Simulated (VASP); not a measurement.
Sn3Te, 4 atoms in the cell. The structure is tetragonal, space group I4/mmm (No. 139). Conventional cell: a = 4.602 Å, b = 4.602 Å, c = 11.033 Å, α = 90.00°, β = 90.00°, γ = 90.00°. Te (site symmetry 4/mmm) has 12 Sn at 3.25 to 3.59 Å within 4.3 Å. Within 4.3 Å of Sn (site symmetry 4/mmm) lie 4 Te at 3.25 Å and 8 Sn at 3.59 Å. Sn (site symmetry -4m2) has 8 Sn at 3.25 to 3.59 Å and 4 Te at 3.59 Å within 4.3 Å. 

```yaml
Program: VASP 6.6.1
Task: single point
Functional: r2SCAN
Potentials_or_basis: VASP PAW PBE potentials, release 64 (Te, Sn_d)
Cutoff: 520 eV
k_mesh: 5 × 5 × 5
Occupations: fermi-dirac, width 0.05 eV
Spin: no spin polarisation
Dipole_correction: no
Further_INCAR_settings: ALGO = Normal; EDIFF = 1e-07; NBANDS = 32
```

Potentials or basis: VASP PAW PBE potentials, release 64 (Te, Sn_d).

The run is started by

```console
$ cat potpaw_PBE.64/Te/POTCAR potpaw_PBE.64/Sn_d/POTCAR > POTCAR
$ cp INCAR.step1 INCAR
$ mpirun -np 1 vasp_std > vasp.out
$ cp INCAR.step2 INCAR
$ mpirun -np 1 vasp_std > vasp.out
```

Hardware: 1 thread of Intel Xeon 8259CL (shared host).

Problem. How long does it take, and how much memory?

Solution. Wall time 11 min on 1 thread of Intel Xeon 8259CL, with other jobs on the host, peak memory 0.38 GiB. Counts: k points 18.
